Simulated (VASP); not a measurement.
# InAs (I-4m2) in VASP: further runs

The runs below take InAs through single point, with r2SCAN.

Program: VASP 6.6.1. These are calculated values, not measurements. Logs are shortened: lines on timing, memory, paths and dates and some standing lists are left out, and cuts for length are marked.

## 1. The cell of the first run

It takes space group I-4m2 (No. 119, tetragonal). Conventional cell: a = 4.190 Å, b = 4.190 Å, c = 6.300 Å, α = 90.00°, β = 90.00°, γ = 90.00°. In (site symmetry -4m2) has 4 As at 2.62 Å within 3.5 Å. As (site symmetry -4m2) has 4 In at 2.62 Å within 3.5 Å.

## 2. Single point, r2SCAN, non-collinear spin, zero start, spin-orbit coupling (epitaxial xy strain -3.0%)

POSCAR

```
InAs
1.0
    0.0000000000      2.9629527589      3.1499033599
    2.9629527589      0.0000000000      3.1499033599
    2.9629527589      2.9629527589      0.0000000000
In As
1 1
Direct
    0.0000000000      0.0000000000      0.0000000000
    0.2500000000      0.2500000000      0.2500000000
```

INCAR.step1

```
SYSTEM = InAs
PREC = Accurate ; ENCUT = 520
ISMEAR = -1 ; SIGMA = 0.02
LREAL = .False. ; LASPH = .True.
NELM = 150 ; MAGMOM = 0 0 0 0 0 0
LSORBIT = .True. ; GGA_COMPAT = .False.
NBANDS = 30 ; GGA = PE
ALGO = Normal ; EDIFF = 1E-4
LWAVE = .True. ; LCHARG = .False.
```

INCAR.step2

```
SYSTEM = InAs
PREC = Accurate ; ENCUT = 520
EDIFF = 1E-6 ; ISMEAR = -1
SIGMA = 0.02 ; LREAL = .False.
LASPH = .True. ; NELM = 150
ALGO = Normal ; ISIF = 2
LWAVE = .False. ; LCHARG = .False.
MAGMOM = 0 0 0 0 0 0 ; LORBIT = 11
LSORBIT = .True. ; GGA_COMPAT = .False.
LORBMOM = .True. ; METAGGA = R2SCAN
LMIXTAU = .True. ; NBANDS = 30
ISTART = 1
```

KPOINTS

```
Automatic mesh
0
Gamma
  8 8 8
  0 0 0
```

Potentials or basis: VASP PAW PBE potentials, release 64 (In_d, As).

The run is started by

```console
> cat potpaw_PBE.64/In_d/POTCAR potpaw_PBE.64/As/POTCAR > POTCAR
> cp INCAR.step1 INCAR
> mpirun -np 1 vasp_ncl > vasp.out
> cp INCAR.step2 INCAR
> mpirun -np 1 vasp_ncl > vasp.out
```

OUTCAR:

```text
SYSTEM = InAs
   PREC = Accurate
   ENCUT = 520
   EDIFF = 1E-6
   ISMEAR = -1
   LREAL = .False.
   LASPH = .True.
   NELM = 150
   ISIF = 2
   LORBIT = 11
   LSORBIT = .True.
   METAGGA = R2SCAN
   ISTART = 1

 ion  position               nearest neighbor table
   1  0.000  0.000  0.000-   2 2.62   2 2.62   2 2.62   2 2.62
   2  0.250  0.250  0.250-   1 2.62   1 2.62   1 2.62   1 2.62

  LATTYP: Found a body centered tetragonal cell.
 ALAT       =     4.1902479763
 C/A-ratio  =     1.5034448451

  Lattice vectors:

 A1 = (  -2.9629527589,   0.0000000000,   3.1499033599)
 A2 = (   2.9629527589,   0.0000000000,   3.1499033599)
 A3 = (   0.0000000000,   2.9629527589,  -3.1499033599)

Analysis of symmetry for initial positions (statically):
=====================================================================
 Subroutine PRICEL returns:
 Original cell was already a primitive cell.

 Routine SETGRP: Setting up the symmetry group for a
 body centered tetragonal supercell.

 Subroutine GETGRP returns: Found  8 space group operations
 (whereof  8 operations were pure point group operations)
 out of a pool of 16 trial point group operations.

The static configuration has the point symmetry D_2d.

Analysis of symmetry for dynamics (positions and initial velocities):
=====================================================================
 Subroutine PRICEL returns:
 Original cell was already a primitive cell.

 Routine SETGRP: Setting up the symmetry group for a
 body centered tetragonal supercell.

 Subroutine GETGRP returns: Found  8 space group operations
 (whereof  8 operations were pure point group operations)
 out of a pool of 16 trial point group operations.

The dynamic configuration has the point symmetry D_2d.

Analysis of structural, dynamic, and magnetic symmetry:
=====================================================================
 Subroutine PRICEL returns:
 Original cell was already a primitive cell.

 Routine SETGRP: Setting up the symmetry group for a
 body centered tetragonal supercell.

 Subroutine GETGRP returns: Found  8 space group operations
 (whereof  8 operations were pure point group operations)
 out of a pool of 16 trial point group operations.

The overall configuration has the point symmetry D_2d.

 Subroutine INISYM returns: Found  8 space group operations
 (whereof  8 operations are pure point group operations),
 and found     1 'primitive' translations

----------------------------------------------------------------------------------------

                                     Primitive cell

  volume of cell :      55.3066

  direct lattice vectors                    reciprocal lattice vectors
     0.000000000  2.962952759  3.149903360    -0.168750581  0.168750581  0.158735029
     2.962952759  0.000000000  3.149903360     0.168750581 -0.168750581  0.158735029
     2.962952759  2.962952759  0.000000000     0.168750581  0.168750581 -0.158735029

  length of vectors
     4.324462999  4.324462999  4.190247976     0.286618783  0.286618783  0.286618783

  position of ions in fractional coordinates (direct lattice)
     0.000000000  0.000000000  0.000000000
     0.250000000  0.250000000  0.250000000

  ion indices of the primitive-cell ions
   primitive index   ion index
                 1           1
                 2           2

----------------------------------------------------------------------------------------

 KPOINTS: Automatic mesh

Automatic generation of k-mesh.
 Grid dimensions read from file:
 generate k-points for:    8    8    8

 Generating k-lattice:

  Cartesian coordinates                     Fractional coordinates (reciprocal lattice)
    -0.021093823  0.021093823  0.019841879     0.125000000  0.000000000  0.000000000
     0.021093823 -0.021093823  0.019841879     0.000000000  0.125000000  0.000000000
     0.021093823  0.021093823 -0.019841879    -0.000000000 -0.000000000  0.125000000

[... 95 lines left out ...]

 number of electron      17.9999994 magnetization       0.0000000     -0.0000000     -0.0000000

 Free energy of the ion-electron system (eV)
  ---------------------------------------------------
  ext. energy  EPLUGINS =         0.00000000
  ---------------------------------------------------
  free energy    TOTEN  =       -38.07788126 eV

  energy without entropy =      -38.07777300  energy(sigma->0) =      -38.07782713

 E-fermi :   4.4897     XC(G=0):  -9.6570

 val. band max:        4.4860287353   @ k =   0.0000   0.0000   0.0000
 cond. band min:       4.4933025300   @ k =   0.0000   0.0000   0.0000
 fundamental gap:      0.0072737947
 Fermi energy:         4.4897028108

 k-point     1 :       0.0000    0.0000    0.0000
  band No.  band energies     occupation
      1     -11.0433      1.00000
      2     -11.0433      1.00000
      3     -11.0294      1.00000
      4     -11.0294      1.00000
      5     -10.2465      1.00000
      6     -10.2465      1.00000
[... 781 lines left out ...]
     29      15.8794      0.00000
     30      15.9014      0.00000

 [... further k-points ...]

------------------------ aborting loop because EDIFF is reached ----------------------------------------

  FORCE on cell =-STRESS in cart. coord.  units (eV):
  Direction    XX          YY          ZZ          XY          YZ          ZX
  --------------------------------------------------------------------------------------
  -------------------------------------------------------------------------------------
  Total        0.8968018      0.8968018      0.0080284      0.0000000     -0.0000000      0.0000000
  in kB       25.9794750     25.9794750      0.2325750      0.0000000     -0.0000000      0.0000000
  external PRESSURE =      17.3971750 kB  Pullay stress =       0.0000000 kB

 VOLUME and BASIS-vectors are now :
 -----------------------------------------------------------------------------
  energy-cutoff  :      520.00
  volume of cell :       55.31
      direct lattice vectors                 reciprocal lattice vectors
     0.000000000  2.962952759  3.149903360    -0.168750581  0.168750581  0.158735029
     2.962952759  0.000000000  3.149903360     0.168750581 -0.168750581  0.158735029
     2.962952759  2.962952759  0.000000000     0.168750581  0.168750581 -0.158735029

 POSITION                                       TOTAL-FORCE (eV/Angst)
 -----------------------------------------------------------------------------------
      0.00000      0.00000      0.00000        -0.000000     -0.000000     -0.000000
      1.48148      1.48148      1.57495         0.000000      0.000000      0.000000
 -----------------------------------------------------------------------------------
    total drift:                                0.000000      0.000000     -0.000000

  FREE ENERGIE OF THE ION-ELECTRON SYSTEM (eV)
  ---------------------------------------------------
  free  energy   TOTEN  =       -38.0778812574 eV

  energy  without entropy=      -38.0777730014  energy(sigma->0) =      -38.07782713

 orbital moment (x)

 # of ion     p       d       tot
 ----------------------------------------
  1        -0.000   0.000  -0.000
  2         0.000   0.000   0.000
 ----------------------------------------
           -0.000   0.000  -0.000

 orbital moment (y)

 # of ion     p       d       tot
 ----------------------------------------
  1         0.000  -0.000   0.000
  2        -0.000  -0.000  -0.000
 ----------------------------------------
           -0.000  -0.000  -0.000

 orbital moment (z)

 # of ion     p       d       tot
 ----------------------------------------
  1         0.000   0.000   0.000
  2        -0.000   0.000  -0.000
 ----------------------------------------
           -0.000   0.000  -0.000

 Spin-Orbit-Coupling matrix elements

 Ion:    1  E_soc:     -0.0687695
 l=   1
     0.0000000    -0.0052146    -0.0052313
    -0.0052146     0.0000000    -0.0052146
    -0.0052313    -0.0052146     0.0000000
 l=   2
     0.0000000    -0.0012679     0.0000000    -0.0012679    -0.0049774
    -0.0012679     0.0000000    -0.0037330    -0.0012602    -0.0012424
     0.0000000    -0.0037330     0.0000000    -0.0037330     0.0000000
    -0.0012679    -0.0012602    -0.0037330     0.0000000    -0.0012424
    -0.0049774    -0.0012424     0.0000000    -0.0012424     0.0000000
 l=   3
     0.0000000     0.0000000     0.0000000     0.0000000     0.0000000     0.0000000     0.0000000
     0.0000000     0.0000000     0.0000000     0.0000000     0.0000000     0.0000000     0.0000000
     0.0000000     0.0000000     0.0000000     0.0000000     0.0000000     0.0000000     0.0000000
     0.0000000     0.0000000     0.0000000     0.0000000     0.0000000     0.0000000     0.0000000
     0.0000000     0.0000000     0.0000000     0.0000000     0.0000000     0.0000000     0.0000000
     0.0000000     0.0000000     0.0000000     0.0000000     0.0000000     0.0000000     0.0000000
     0.0000000     0.0000000     0.0000000     0.0000000     0.0000000     0.0000000     0.0000000

 Ion:    2  E_soc:     -0.0247125
 l=   1
     0.0000000    -0.0040517    -0.0042458
    -0.0040517     0.0000000    -0.0040517
    -0.0042458    -0.0040517     0.0000000
 l=   2
     0.0000000    -0.0000011     0.0000000    -0.0000011    -0.0000017
    -0.0000011     0.0000000    -0.0000007    -0.0000012    -0.0000001
     0.0000000    -0.0000007     0.0000000    -0.0000007     0.0000000
    -0.0000011    -0.0000012    -0.0000007     0.0000000    -0.0000001
    -0.0000017    -0.0000001     0.0000000    -0.0000001     0.0000000
 l=   3
     0.0000000     0.0000000     0.0000000     0.0000000     0.0000000     0.0000000     0.0000000
     0.0000000     0.0000000     0.0000000     0.0000000     0.0000000     0.0000000     0.0000000
     0.0000000     0.0000000     0.0000000     0.0000000     0.0000000     0.0000000     0.0000000
     0.0000000     0.0000000     0.0000000     0.0000000     0.0000000     0.0000000     0.0000000
     0.0000000     0.0000000     0.0000000     0.0000000     0.0000000     0.0000000     0.0000000
     0.0000000     0.0000000     0.0000000     0.0000000     0.0000000     0.0000000     0.0000000
     0.0000000     0.0000000     0.0000000     0.0000000     0.0000000     0.0000000     0.0000000

 total charge

# of ion       s       p       d       tot
------------------------------------------
    1        0.834   0.761   9.892  11.487
    2        1.213   1.617   0.023   2.852
--------------------------------------------------
tot          2.047   2.379   9.914  14.340

 magnetization (x)

# of ion       s       p       d       tot
------------------------------------------
    1        0.000  -0.000   0.000  -0.000
    2        0.000   0.000  -0.000   0.000
--------------------------------------------------
tot          0.000   0.000  -0.000  -0.000

 magnetization (y)

# of ion       s       p       d       tot
------------------------------------------
    1        0.000   0.000   0.000   0.000
    2        0.000  -0.000   0.000  -0.000
--------------------------------------------------
tot          0.000   0.000   0.000   0.000

 magnetization (z)

# of ion       s       p       d       tot
------------------------------------------
    1        0.000   0.000   0.000   0.000
    2       -0.000  -0.000   0.000  -0.000
--------------------------------------------------
tot         -0.000   0.000   0.000   0.000
```

It took 21 min on 1 thread of Intel Xeon 8259CL, shared host; peak memory 0.51 GiB.

What came out:

```
Free energy                                           : -38.0779 eV
Pressure                                              : 1.7 GPa
Net moment                                            : 0.00 μB per cell
Valence electrons inside the program's atomic spheres : In 11.49; As 2.85
```

Stress tensor (GPa, compression positive):
```
2.60 0.00 0.00
0.00 2.60 0.00
0.00 0.00 0.02
```

Moments on the atoms (μB; x, y, z):
```
In  0.00 0.00 0.00
As  0.00 0.00 0.00
```

Caveat: the cell differs from its parent crystal (epitaxial xy strain -3.0%); the PAW data sets were made with another functional, which shifts forces and pressure a little.

## 3. Single point, r2SCAN, non-collinear spin, zero start, spin-orbit coupling (epitaxial xy strain +2.0%)

POSCAR

```
InAs
1.0
    0.0000000000      3.1156822825      2.9876679456
    3.1156822825      0.0000000000      2.9876679456
    3.1156822825      3.1156822825      0.0000000000
In As
1 1
Direct
    0.0000000000      0.0000000000      0.0000000000
    0.2500000000      0.2500000000      0.2500000000
```

INCAR.step1

```
SYSTEM = InAs
PREC = Accurate
ENCUT = 520
ISMEAR = -1
SIGMA = 0.02
LREAL = .FALSE.
LASPH = .TRUE.
NELM = 150
MAGMOM = 0 0 0 0 0 0
LSORBIT = .TRUE.
GGA_COMPAT = .FALSE.
NBANDS = 30
GGA = PE
ALGO = Normal
EDIFF = 1E-4
LWAVE = .TRUE.
LCHARG = .FALSE.
```

INCAR.step2

```
SYSTEM = InAs
PREC = Accurate
ENCUT = 520
EDIFF = 1E-7
ISMEAR = -1
SIGMA = 0.02
LREAL = .FALSE.
LASPH = .TRUE.
NELM = 150
ALGO = Normal
ISIF = 2
LWAVE = .FALSE.
LCHARG = .FALSE.
MAGMOM = 0 0 0 0 0 0
LORBIT = 11
LSORBIT = .TRUE.
GGA_COMPAT = .FALSE.
LORBMOM = .TRUE.
METAGGA = R2SCAN
LMIXTAU = .TRUE.
NBANDS = 30
ISTART = 1
```

KPOINTS

```
regular mesh
0
G
  8 8 8
  0 0 0
```

Potentials or basis: VASP PAW PBE potentials, release 64 (In_d, As).

The run is started by

```console
> cat potpaw_PBE.64/In_d/POTCAR potpaw_PBE.64/As/POTCAR > POTCAR
> cp INCAR.step1 INCAR
> mpirun -np 1 vasp_ncl > vasp.out
> cp INCAR.step2 INCAR
> mpirun -np 1 vasp_ncl > vasp.out
```

Run time: 13 min. Hardware: 1 thread of Intel Xeon 6975P-C (Granite Rapids), shared host; peak memory 0.54 GiB.

It converged, with:

| Quantity | Value |
| --- | --- |
| Free energy | -38.0948 eV |
| Pressure | -1.0 GPa |
| Net moment | 0.00 μB per cell |
| Valence electrons inside the program's atomic spheres | In 11.44; As 2.82 |

Stress tensor (GPa, compression positive):
```
-1.48  0.00  0.00
 0.00 -1.48  0.00
 0.00  0.00 -0.04
```

Moments on the atoms (μB; x, y, z):
```
In  0.00 0.00 0.00
As  0.00 0.00 0.00
```

Caveat: the cell differs from its parent crystal (epitaxial xy strain +2.0%); the PAW data sets were made with another functional, which shifts forces and pressure a little.

(Continued in part 2 of 2.)
